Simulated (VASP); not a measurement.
A run of VASP 6.6.1 is set up as follows.

INCAR

```
ALGO = Normal
EDIFF = 1E-8
ENCUT = 520
GGA = PS
ISIF = 2
ISMEAR = -1
LASPH = True
LCHARG = False
LEFG = True
LREAL = False
LWAVE = False
NBANDS = 10
NELM = 80
PREC = Accurate
SIGMA = 0.03
```

KPOINTS

```
k-points
0
Gamma
  14 14 14
```

The input POSCAR:

```
Os
1.0
    0.0000000000      1.9578811701      1.9578811701
    1.9578811701      0.0000000000      1.9578811701
    1.9578811701      1.9578811701      0.0000000000
Os
1
Direct
    0.0000000000      0.0000000000      0.0000000000
```

Potentials or basis: VASP PAW PBE potentials, release 64 (Os).

The run is started by

```sh
$ cat potpaw_PBE.64/Os/POTCAR > POTCAR
$ mpirun -np 1 vasp_std > vasp.out
```

Question: Predict the pressure.

Answer: -26.3 GPa.

Question: Estimate the band gap on the k mesh.

Answer: Zero (bands 4 and 5 overlap by 3.41 eV).

Caveat: the cell stands under tension; the PAW data sets were made with another functional, which shifts forces and pressure a little; spin-orbit coupling is left out, which moves the levels of the heavy elements.
